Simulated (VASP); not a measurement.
# Ni (P6_3/mmc) in VASP: notebook

Ni is run at these levels: PBEsol; tasks: single point.

All numbers are computed with VASP 6.6.1; they aren't measurements. Logs are shortened: lines on timing, memory, paths and dates and some standing lists are left out, and cuts for length are marked.

**1. The cell of the first run**

It takes space group P6_3/mmc (No. 194, hexagonal). The conventional cell has a = 2.346 Å, b = 2.346 Å, c = 3.903 Å, α = 90.00°, β = 90.00°, γ = 120.00°. Ni (site symmetry -6m2) has 12 Ni at 2.35 to 2.38 Å within 3.1 Å.

This isn't the form of Ni at room conditions, which is fcc.

**2. Single point, PBEsol, collinear spin, antiferromagnetic start**

INCAR

```
ALGO     = Normal         # electronic algorithm
EDIFF    = 1E-6           # SCF threshold, eV
ENCUT    = 520            # plane-wave cutoff, eV
GGA      = PS             # functional
ISIF     = 2              # what is computed and relaxed
ISMEAR   = -1             # smearing method
ISPIN    = 2              # spin polarisation
LASPH    = T              # aspherical terms in the spheres
LCHARG   = F              # write CHGCAR
LMAXMIX  = 4              # l up to which the mixer works
LORBIT   = 11             # projections on sites
LREAL    = F              # projectors in reciprocal space
LWAVE    = F              # write WAVECAR
MAGMOM   = 1.5 -1.5       # initial moments
NBANDS   = 21             # bands
NELM     = 150            # most SCF steps
PREC     = Accurate       # precision mode
SIGMA    = 0.1            # smearing width, eV
```

KPOINTS

```
k-points
0
Gamma
  13 13 7
```

POSCAR

```
Ni
1.0
    2.3459012025      0.0000000000      0.0000000000
   -1.1729501221      2.0316099336      0.0000000000
    0.0000000000      0.0000000000      3.9029066250
Ni
2
Direct
    0.3333333333      0.6666666667      0.2500000000
    0.6666666667      0.3333333333      0.7500000000
```

Potentials or basis: VASP PAW PBE potentials, release 64 (Ni).

Run with:

```bash
$ cat potpaw_PBE.64/Ni/POTCAR > POTCAR
$ mpirun -np 1 vasp_std > vasp.out
```

OUTCAR:

```text
EDIFF = 1E-6
   ENCUT = 520
   GGA = PS
   ISIF = 2
   ISMEAR = -1
   ISPIN = 2
   LASPH = T
   LORBIT = 11
   LREAL = F
   NELM = 150
   PREC = Accurate

 ion  position               nearest neighbor table
   1  0.333  0.667  0.250-   2 2.38   2 2.38   2 2.38   2 2.38   2 2.38   2 2.38
   2  0.667  0.333  0.750-   1 2.38   1 2.38   1 2.38   1 2.38   1 2.38   1 2.38

  LATTYP: Found a hexagonal cell.
 ALAT       =     2.3459012025
 C/A-ratio  =     1.6637131269

  Lattice vectors:

 A1 = (   2.3459012025,   0.0000000000,   0.0000000000)
 A2 = (  -1.1729501221,   2.0316099336,   0.0000000000)
 A3 = (   0.0000000000,   0.0000000000,   3.9029066250)

Analysis of symmetry for initial positions (statically):
=====================================================================
 Subroutine PRICEL returns:
 Original cell was already a primitive cell.

 Routine SETGRP: Setting up the symmetry group for a
 hexagonal supercell.

 Subroutine GETGRP returns: Found 24 space group operations
 (whereof 12 operations were pure point group operations)
 out of a pool of 24 trial point group operations.

The static configuration has the point symmetry D_3d.
 The point group associated with its full space group is D_6h.

Analysis of symmetry for dynamics (positions and initial velocities):
=====================================================================
 Subroutine PRICEL returns:
 Original cell was already a primitive cell.

 Routine SETGRP: Setting up the symmetry group for a
 hexagonal supercell.

 Subroutine GETGRP returns: Found 24 space group operations
 (whereof 12 operations were pure point group operations)
 out of a pool of 24 trial point group operations.

The dynamic configuration has the point symmetry D_3d.
 The point group associated with its full space group is D_6h.

Analysis of structural, dynamic, and magnetic symmetry:
=====================================================================
 Subroutine PRICEL returns:
 Original cell was already a primitive cell.

 Routine SETGRP: Setting up the symmetry group for a
 hexagonal supercell.

 Subroutine GETGRP returns: Found 24 space group operations
 (whereof 12 operations were pure point group operations)
 out of a pool of 24 trial point group operations.

The overall configuration has the point symmetry D_3d.
 The point group associated with its full space group is D_6h.

 Subroutine INISYM returns: Found 24 space group operations
 (whereof 12 operations are pure point group operations),
 and found     1 'primitive' translations

----------------------------------------------------------------------------------------

                                     Primitive cell

  volume of cell :      18.6011

  direct lattice vectors                    reciprocal lattice vectors
     2.345901202  0.000000000  0.000000000     0.426275411  0.246110135  0.000000000
    -1.172950122  2.031609934  0.000000000     0.000000000  0.492220472  0.000000000
     0.000000000  0.000000000  3.902906625     0.000000000  0.000000000  0.256219299

  length of vectors
     2.345901202  2.345900874  3.902906625     0.492220403  0.492220472  0.256219299

  position of ions in fractional coordinates (direct lattice)
     0.333333333  0.666666667  0.250000000
     0.666666667  0.333333333  0.750000000

  ion indices of the primitive-cell ions
   primitive index   ion index
                 1           1
                 2           2

----------------------------------------------------------------------------------------

 KPOINTS: k-points

Automatic generation of k-mesh.
 Grid dimensions read from file:
 generate k-points for:   13   13    7

 Generating k-lattice:

  Cartesian coordinates                     Fractional coordinates (reciprocal lattice)
     0.032790416  0.018931549  0.000000000     0.076923077 -0.000000000  0.000000000
     0.000000000  0.037863113  0.000000000     0.000000000  0.076923077  0.000000000
     0.000000000  0.000000000  0.036602757     0.000000000  0.000000000  0.142857143

  Length of vectors
     0.037863108  0.037863113  0.036602757

  Shift w.r.t. Gamma in fractional coordinates (k-lattice)
     0.000000000  0.000000000  0.000000000

 Subroutine IBZKPT returns following result:
 ===========================================

 Found     84 irreducible k-points:

 Following reciprocal coordinates:
            Coordinates               Weight
  0.000000  0.000000  0.000000      1.000000
  0.076923  0.000000  0.000000      6.000000
  0.153846  0.000000  0.000000      6.000000
  0.230769  0.000000  0.000000      6.000000
  0.307692  0.000000  0.000000      6.000000
  0.384615 -0.000000  0.000000      6.000000
[... 16 lines left out ...]
  0.076923  0.000000  0.142857     12.000000
  0.153846  0.000000  0.142857     12.000000
 [... further k-points ...]
   k-points           NKPTS =     84   k-points in BZ     NKDIM =     84   number of bands    NBANDS=     21
   number of dos      NEDOS =    301   number of ions     NIONS =      2
   total plane-waves  NPLWV =   9720
   dimension x,y,z NGX =    18 NGY =   18 NGZ =   30
   dimension x,y,z NGXF=    36 NGYF=   36 NGZF=   60
   ions per type =               2
   NGX,Y,Z   is equivalent  to a cutoff of  12.76, 12.76, 12.78 a.u.
   NGXF,Y,Z  is equivalent  to a cutoff of  25.51, 25.51, 25.56 a.u.
 SYSTEM =  unknown system
   PREC   = accura    normal or accurate (medium, high low for compatibility)
   ISTART =      0    job   : 0-new  1-cont  2-samecut
   ICHARG =      2    charge: 1-file 2-atom 10-const
   ISPIN  =      2    spin polarized calculation?
   LNONCOLLINEAR =      F non collinear calculations
   LSORBIT =      F    spin-orbit coupling
   LASPH  =      T    aspherical Exc in radial PAW
   ENCUT  =  520.0 eV  38.22 Ry    6.18 a.u.   4.36  4.36  7.26*2*pi/ulx,y,z
   NELM   =    150;   NELMIN=  2; NELMDL= -5     # of ELM steps
   EDIFF  = 0.1E-05   stopping-criterion for ELM
   LREAL  =      F    real-space projection
   EDIFFG = 0.1E-04   stopping-criterion for IOM
   NSW    =      0    number of steps for IOM
   IBRION =     -1    ionic relax: 0-MD 1-quasi-New 2-CG
   NFREE  =      0    steps in history (QN), initial steepest desc. (CG)
   ISIF   =      2    stress and relaxation
   ISYM   =      2    0-nonsym 1-usesym 2-fastsym
   POTIM  = 0.5000    time-step for ionic-motion
   TEBEG  =    0.0;   TEEND  =   0.0 temperature during run
   PSTRESS=    0.0 pullay stress
   NELECT =      20.0000    total number of electrons
   NUPDOWN=      -1.0000    fix difference up-down
   EMIN   =  10.00;   EMAX   =-10.00  energy-range for DOS
   EFERMI =   0.00;   METHOD = LEGACY
   ISMEAR =    -1;   SIGMA  =   0.10  broadening in eV -4-tet -1-fermi 0-gaus
   EFERMI_NEDOS =   21; number of points for ismear=-14 and -15
   IALGO  =     38    algorithm
   IMIX   =      4    mixing-type and parameters
     AMIX     =   0.40;   BMIX     =  1.00
     AMIX_MAG =   1.60;   BMIX_MAG =  1.00
  volume/ion in A,a.u.               =       9.30        62.76
  Fermi-wavevector in a.u.,A,eV,Ry     =   1.677151  3.169355 38.270937  2.812835
  Thomas-Fermi vector in A             =   2.761468
   LORBIT       =     11    0 simple, 1 ext, 2 COOP (PROOUT), +10 PAW based schemes
   GGA     = PS    functional components
   LHFCALC =     F    Hartree Fock is set to
   AEXX    =    0.0000 exact exchange contribution
   IVDW    =     0    specifies the selected vdW correction
   LEPSILON=     F    determine dielectric tensor
   LRPA    =     F    only Hartree local field effects (RPA)
 spin polarized calculation
  energy-cutoff  :      520.00
  volume of cell :       18.60
 maximum number of plane-waves:       537
 NGX is ok and might be reduce to    18
   NGX =  9   NGY =  9   NGZ = 15

 number of electron      20.0000018 magnetization       0.0000000

 number of electron      20.0000018 magnetization      -0.0000000

 Free energy of the ion-electron system (eV)
  ---------------------------------------------------
  ext. energy  EPLUGINS =         0.00000000
  ---------------------------------------------------
  free energy    TOTEN  =       -12.01945953 eV

  energy without entropy =      -11.85198027  energy(sigma->0) =      -11.93571990

 E-fermi :  11.4758     XC(G=0): -14.3917

 val. band max:       11.4684627482   @ k =   0.3077   0.0000   0.0000
 cond. band min:      11.4771003219   @ k =   0.4615   0.0769   0.4286
 fundamental gap:      0.0086375737
 Fermi energy:        11.4757965049

 spin component 1

 k-point     1 :       0.0000    0.0000    0.0000
  band No.  band energies     occupation
      1       1.3866      1.00000
      2       5.9952      1.00000
      3       9.0094      1.00000
      4       9.1726      1.00000
      5       9.1726      1.00000
      6       9.5099      1.00000
[... 13 lines left out ...]
     20      40.6277      0.00000
     21      44.8704      0.00000

 k-point     2 :       0.0769    0.0000    0.0000
  band No.  band energies     occupation
      1       1.6213      1.00000
      2       6.1514      1.00000
      3       8.8718      1.00000
      4       9.2736      1.00000
      5       9.2883      1.00000
      6       9.4487      1.00000
[... 13 lines left out ...]
     20      43.0915      0.00000
     21      43.7420      0.00000
[... 487 lines left out ...]
      5       9.2378      1.00000
      6       9.2430      1.00000
[... 13 lines left out ...]
     20      42.9210      0.00000
     21      44.0371      0.00000

 k-point    24 :       0.1538    0.0000    0.1429
  band No.  band energies     occupation
      1       2.5114      1.00000
      2       6.4877      1.00000
      3       8.5338      1.00000
      4       8.6261      1.00000
      5       9.1518      1.00000
      6       9.4728      1.00000
[... 13 lines left out ...]
     20      42.2700      0.00000
     21      43.1885      0.00000

 [... further k-points ...]

 spin component 2

 k-point     1 :       0.0000    0.0000    0.0000
  band No.  band energies     occupation
      1       1.3866      1.00000
      2       5.9952      1.00000
      3       9.0094      1.00000
      4       9.1726      1.00000
      5       9.1726      1.00000
      6       9.5099      1.00000
[... 13 lines left out ...]
     20      40.6277      0.00000
     21      45.0693      0.00000

 k-point     2 :       0.0769    0.0000    0.0000
  band No.  band energies     occupation
      1       1.6213      1.00000
      2       6.1514      1.00000
      3       8.8718      1.00000
      4       9.2736      1.00000
      5       9.2883      1.00000
      6       9.4487      1.00000
[... 13 lines left out ...]
     20      43.0915      0.00000
     21      43.7420      0.00000
[... 487 lines left out ...]
      5       9.2378      1.00000
      6       9.2430      1.00000
[... 13 lines left out ...]
     20      42.9210      0.00000
     21      44.0371      0.00000

 k-point    24 :       0.1538    0.0000    0.1429
  band No.  band energies     occupation
      1       2.5114      1.00000
      2       6.4877      1.00000
      3       8.5338      1.00000
      4       8.6261      1.00000
      5       9.1518      1.00000
      6       9.4728      1.00000
[... 13 lines left out ...]
     20      42.2700      0.00000
     21      43.1885      0.00000

 [... further k-points ...]

------------------------ aborting loop because EDIFF is reached ----------------------------------------

  FORCE on cell =-STRESS in cart. coord.  units (eV):
  Direction    XX          YY          ZZ          XY          YZ          ZX
  --------------------------------------------------------------------------------------
  -------------------------------------------------------------------------------------
  Total        3.9785363      3.9785359      3.4764223      0.0000009     -0.0000000      0.0000000
  in kB      342.6854754    342.6854408    299.4366118      0.0000808     -0.0000000      0.0000000
  external PRESSURE =     328.2691760 kB  Pullay stress =       0.0000000 kB

 VOLUME and BASIS-vectors are now :
 -----------------------------------------------------------------------------
  energy-cutoff  :      520.00
  volume of cell :       18.60
      direct lattice vectors                 reciprocal lattice vectors
     2.345901202  0.000000000  0.000000000     0.426275411  0.246110135  0.000000000
    -1.172950122  2.031609934  0.000000000     0.000000000  0.492220472  0.000000000
     0.000000000  0.000000000  3.902906625     0.000000000  0.000000000  0.256219299

 POSITION                                       TOTAL-FORCE (eV/Angst)
 -----------------------------------------------------------------------------------
      0.00000      1.35441      0.97573         0.000000     -0.000000      0.000000
      1.17295      0.67720      2.92718        -0.000000      0.000000      0.000000
 -----------------------------------------------------------------------------------
    total drift:                               -0.000000      0.000000     -0.000000

  FREE ENERGIE OF THE ION-ELECTRON SYSTEM (eV)
  ---------------------------------------------------
  free  energy   TOTEN  =       -12.0194595259 eV

  energy  without entropy=      -11.8519802737  energy(sigma->0) =      -11.93571990

 total charge

# of ion       s       p       d       tot
------------------------------------------
    1        0.571   0.657   8.418   9.646
    2        0.571   0.657   8.418   9.646
--------------------------------------------------
tot          1.143   1.315  16.835  19.293

 magnetization (x)

# of ion       s       p       d       tot
------------------------------------------
    1       -0.000  -0.000   0.000   0.000
    2        0.000   0.000  -0.000  -0.000
--------------------------------------------------
tot          0.000   0.000   0.000   0.000
```

Run time: 31 s. Hardware: 1 thread of Intel Xeon 6975P-C (Granite Rapids), shared host; peak memory 0.16 GiB.

Results:

```
Free energy                                           : -12.0195 eV
Pressure                                              : 32.8 GPa
Band gap on the k mesh                                : zero (filled and empty bands overlap)
Net moment                                            : 0.00 μB per cell
Valence electrons inside the program's atomic spheres : Ni 9.65
```

Stress tensor (GPa, compression positive):
```
34.27  0.00  0.00
 0.00 34.27  0.00
 0.00  0.00 29.94
```

Levels at points of the mesh, in eV from the Fermi level:
Spin up:
```
           k point  band 6  band 7  band 8  band 9  band 10  band 11  band 12  band 13  band 14  band 15
(0.00, 0.00, 0.00)   -1.97   -1.97   -1.35   -1.35    -0.74    -0.19    -0.19     6.92    24.22    26.80
```
Spin down:
| k point | band 6 | band 7 | band 8 | band 9 | band 10 | band 11 | band 12 | band 13 | band 14 | band 15 |
| --- | --- | --- | --- | --- | --- | --- | --- | --- | --- | --- |
| (0.00, 0.00, 0.00) | -1.97 | -1.97 | -1.35 | -1.35 | -0.74 | -0.19 | -0.19 | 6.92 | 24.22 | 26.80 |

Caveat: the cell stands under pressure; the PAW data sets were made with another functional, which shifts forces and pressure a little.

(Part 1 of 3 ends here.)
